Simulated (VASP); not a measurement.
Sc4Si, 5 atoms in the cell. The structure is cubic, space group Pm-3m (No. 221). The conventional cell has a = 4.966 Å, b = 4.966 Å, c = 4.966 Å, α = 90.00°, β = 90.00°, γ = 90.00°. Within 3.3 Å of Sc (site symmetry 4/mmm) lie 2 Sc at 2.48 Å. Sc (site symmetry m-3m) has 6 Sc at 2.48 Å within 3.3 Å. Si (site symmetry m-3m) has 20 Sc at 3.51 to 4.30 Å within 4.6 Å. 

| Item | Value |
| --- | --- |
| Program | VASP 6.6.1 |
| Task | single point |
| Functional | PBE |
| Potentials or basis | VASP PAW PBE potentials, release 64 (Sc_sv, Si) |
| Cutoff | 520 eV |
| k mesh | 8 × 8 × 8 |
| Occupations | gaussian, width 0.1 eV |
| Spin | no spin polarisation |
| Dipole correction | no |
| Further INCAR settings | ALGO = Normal; EDIFF = 1e-07; NBANDS = 32 |

Potentials or basis: VASP PAW PBE potentials, release 64 (Sc_sv, Si).

Run with:

```bash
$ cat potpaw_PBE.64/Sc_sv/POTCAR potpaw_PBE.64/Si/POTCAR > POTCAR
$ mpirun -np 1 vasp_std > vasp.out
```

Hardware: 1 thread of Intel(R) Xeon(R) Platinum 8259CL CPU @ 2.50GHz (Skylake/Cascade Lake) (shared host).

Q: How long does it take, and how much memory?

A: Wall time 2.5 min on 1 thread of Intel(R) Xeon(R) Platinum 8259CL CPU @ 2.50GHz (Skylake/Cascade Lake) (shared host), peak memory 0.29 GiB. Counts: scf iterations 16, k points 35.
